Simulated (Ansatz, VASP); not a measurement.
**Cu in VASP and in Ansatz**

```
CELL_PARAMETERS angstrom
-1.56046 1.56046 1.29752
1.56046 -1.56046 1.29752
1.56046 1.56046 -1.29752
ATOMIC_POSITIONS crystal
Cu 0.00000 0.00000 0.00000
```

Alike in both runs: task single point; functional PBE; k mesh 24 × 24 × 24; occupations gaussian, width 0.15 eV; no spin polarisation.

|  | VASP | Ansatz |
| --- | --- | --- |
| version | VASP 6.6.1 | Ansatz 0.2.0 |
| potentials or method | VASP PAW PBE potentials, release 64 (Cu), cutoff 520 eV | scalar-relativistic, plane waves, PAW |
| valence electrons in the cell | 11 | 19 |

|  | VASP | Ansatz | Ansatz less VASP |
| --- | --- | --- | --- |
| gap on the k mesh at the Fermi level (eV) | none | none | - |
| pressure (GPa) | -4.3 | -5.3 | -0.97 |
| traceless stress, the component that is largest in VASP (GPa) | 3.10 | 3.07 | -0.035 |

A gap of «none» marks a metal or a gap that the smearing closes. The functional is the same, so the differences come from potentials, cutoffs and numerics. VASP's potentials hold 11 valence electrons a cell and Ansatz's 19, so a difference there can come from the potentials and not from the codes.
